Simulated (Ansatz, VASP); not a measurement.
## Two plane-wave programs on NiO2

Contents of INCAR:

```
  ALGO = Normal
  EDIFF = 1E-6
  ENCUT = 520
  GGA = PS
  ISIF = 2
  ISMEAR = 0
  LASPH = T
  LCHARG = F
  LREAL = F
  LWAVE = F
  NBANDS = 18
  NELM = 100
  PREC = Accurate
  SIGMA = 0.05
```

KPOINTS

```
k-points
0
Gamma
  12 12 6
```

Contents of POSCAR:

```
NiO2
1.0
    2.7839850047      0.0000000000      0.0000000000
   -1.3919925024      2.4110017378      0.0000000000
    0.0000000000      0.0000000000      4.9726140668
Ni O
1 2
Direct
    0.0000000000      0.0000000000      0.5000000000
    0.6666666667      0.3333333333      0.6499533987
    0.3333333333      0.6666666667      0.3500466013
```

Input for Ansatz:

```yaml
crystal:
  lattice:
    - [2.7839850047, 0.0, 0.0]
    - [-1.3919925024, 2.4110017378, 0.0]
    - [0.0, 0.0, 4.9726140668]
  atoms:
    - { symbol: Ni, position: [0.0, 0.0, 0.5] }
    - { symbol: O, position: [0.6666666667, 0.3333333333, 0.6499533987] }
    - { symbol: O, position: [0.3333333333, 0.6666666667, 0.3500466013] }
basis:
  ecutwfc: 520.0
kpoints:
  mp_grid: { grid: [12, 12, 6] }
hamiltonian:
  xc: pbesol
scf:
  occupations: { method: gaussian, width: 0.05 }
output:
  forces: true
  stress: true
  eigenvalues: true
```

Alike in both runs: task single point; functional PBEsol; k mesh 12 × 12 × 6; occupations gaussian, width 0.05 eV; no spin polarisation.

|  | VASP | Ansatz |
| --- | --- | --- |
| version | VASP 6.6.1 | Ansatz 0.2.0 |
| potentials or method | VASP PAW PBE potentials, release 64 (Ni, O), cutoff 520 eV | scalar-relativistic, plane waves, PAW |
| valence electrons in the cell | 22 | 30 |

```csv
,VASP,Ansatz,Ansatz less VASP
gap on the k mesh at the Fermi level (eV),0.93,0.95,+0.021
least direct gap on the mesh (eV),1.45,1.50,+0.051
rms of the force components (eV/Å),1.982,1.963,-0.0192
```

VASP's potentials were made for PBE, not for PBEsol. Atom by atom the forces differ by 0.019 eV/Å (rms over components). The functional is the same, so the differences come from potentials, cutoffs and numerics. VASP's potentials hold 22 valence electrons a cell and Ansatz's 30, so a difference there can come from the potentials and not from the codes.
